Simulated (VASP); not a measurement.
A run of VASP 6.6.1:

File INCAR:

```
PREC = Accurate
ENCUT = 520
EDIFF = 1E-6
ISMEAR = -1
SIGMA = 0.05
LREAL = Auto
LASPH = True
NELM = 60
ALGO = Normal
ISIF = 2
LWAVE = False
LCHARG = False
GGA = PE
IVDW = 12
NBANDS = 50
```

KPOINTS

```
regular mesh
0
Gamma
  1 1 1
```

The input POSCAR:

```
H15C2NO6
1.0
    6.4392770000      0.0000000000      0.0000000000
    0.0000000000      6.4392770000      0.0000000000
    0.0000000000      0.0000000000      6.4392770000
O H C N
6 15 2 1
Direct
   -0.3017264205      0.4069090365      0.4373006473
    0.6213430483      0.1572536793      1.1186659620
    0.3507691935      0.3366061128      0.9065148153
    0.6255981844      0.9260666997      0.4622102761
   -0.0323949412      1.1899627862      0.7273176787
    0.2249165551      0.5443157671      0.5779375542
   -0.3355656233      0.5472819386      0.4128413796
   -0.3263099258      0.3324441548      0.3084352482
    0.7102350155      0.1321421644      0.9930152096
    0.4973073840      0.2421234558      1.0553979896
    0.3237319966      0.4878963896      0.8766356844
    0.2224318041      0.2825317190      0.8592424274
    0.5610412473      0.9799702668      0.3311707199
    0.5285997170      0.8435419070      0.5487262002
   -0.1664161986      1.2328713301      0.6586298431
   -0.0651781248      1.0421977498      0.7383748207
    0.0839690543      0.5241737543      0.5551244340
    0.3037608104      0.4227648539      0.5052741170
    0.7719189592      0.5756857486      0.8570837999
    0.8800366873      0.4954904099      1.1199704563
    0.6574495863      0.6605710548      1.1099848632
    0.7984902653      0.6097268373      1.0307989546
    0.9347012095      0.7964248160      1.0111694217
    1.0551650442      0.9136584744      1.0520591054
```

Potentials or basis: VASP PAW PBE potentials, release 64 (O, H, C, N).

Run with:

```bash
$ cat potpaw_PBE.64/O/POTCAR potpaw_PBE.64/H/POTCAR potpaw_PBE.64/C/POTCAR potpaw_PBE.64/N/POTCAR > POTCAR
$ mpirun -np 1 vasp_gam > vasp.out
```

Hardware: 1 thread of AMD EPYC 7R13 (shared host).

How long does it take, and how much memory?

It took 42 s on 1 thread of AMD EPYC 7R13, with other jobs on the host, peak memory 0.28 GiB. Counts: scf iterations 15, k points 1.
